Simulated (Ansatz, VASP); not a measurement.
**One calculation of Co, two programs**

INCAR

```
SYSTEM = Co
ALGO = Normal
EDIFF = 1E-6
ENCUT = 520
ISIF = 2
ISMEAR = -1
ISPIN = 2
LASPH = .TRUE.
LCHARG = .FALSE.
LMAXMIX = 4
LORBIT = 11
LREAL = .FALSE.
LWAVE = .FALSE.
MAGMOM = 1.58 1.58 1.6 1.6
NBANDS = 30
NELM = 150
PREC = Accurate
SIGMA = 0.05
```

KPOINTS

```
k-points
0
G
  17 17 5
  0 0 0
```

File POSCAR:

```
Co
1.0
    2.3938446562      0.0000000000      0.0000000000
   -1.1969223281      2.0731302849      0.0000000000
    0.0000000000      0.0000000000      7.7582816560
Co
4
Direct
    1.0000000000      0.0000000000      1.0000000000
    1.0000000000      0.0000000000      0.5000000000
    0.3333333333      0.6666666667      0.2500000000
    0.6666666667      0.3333333333      0.7500000000
```

Input for Ansatz:

```yaml
crystal:
  lattice:
    - [2.3938446562, 0.0, 0.0]
    - [-1.1969223281, 2.0731302849, 0.0]
    - [0.0, 0.0, 7.758281656]
  atoms:
    - { symbol: Co, position: [1.0, 0.0, 1.0], spin: 1.58 }
    - { symbol: Co, position: [1.0, 0.0, 0.5], spin: 1.58 }
    - { symbol: Co, position: [0.3333333333, 0.6666666667, 0.25], spin: 1.6 }
    - { symbol: Co, position: [0.6666666667, 0.3333333333, 0.75], spin: 1.6 }
hamiltonian:
  xc: lda
  pseudopotentials:
    kind: paw
    azcp:
      Co: "pseudopotentials/Co.paw.azcp"
basis:
  ecutwfc: 420
  fft_grid_basis: typed
kpoints:
  mp_grid: { grid: [17, 17, 5], shift: [0, 0, 0] }
magnetization:
  spin_polarized: true
scf:
  occupations: { method: fermi_dirac, width: 0.05 }
  lower_state_search: "off"
output:
  stress: true
```

Alike in both runs: task single point; functional LDA; k mesh 17 × 17 × 5; occupations fermi-dirac, width 0.05 eV; collinear spin.

|  | VASP | Ansatz |
| --- | --- | --- |
| version | VASP 6.6.1 | Ansatz 0.2.0 |
| potentials or method | VASP PAW LDA potentials, release 64 (Co), cutoff 520 eV | plane waves (420 eV) with PAW, scalar-relativistic |
| valence electrons in the cell | 36 | 68 |

|  | VASP | Ansatz | Ansatz less VASP |
| --- | --- | --- | --- |
| pressure (GPa) | 10.8 | 12.3 | +1.52 |
| traceless stress, the component that is largest in VASP (GPa) | -0.14 | 0.05 | +0.188 |
| net moment per atom (μB) | 1.46 | 1.50 | +0.032 |
| size of the moment on the site where the two differ most (μB) | 1.44 | 1.52 | +0.083 |

Ansatz warns that its potentials were made for another functional, while VASP's fit it. LDA's correlation is that of Perdew and Zunger in VASP and of Perdew and Wang (1992) in Ansatz. Site moments also hang on the region over which each program counts them. VASP's potentials hold 36 valence electrons a cell and Ansatz's 68, so a difference there can come from the potentials and not from the codes.
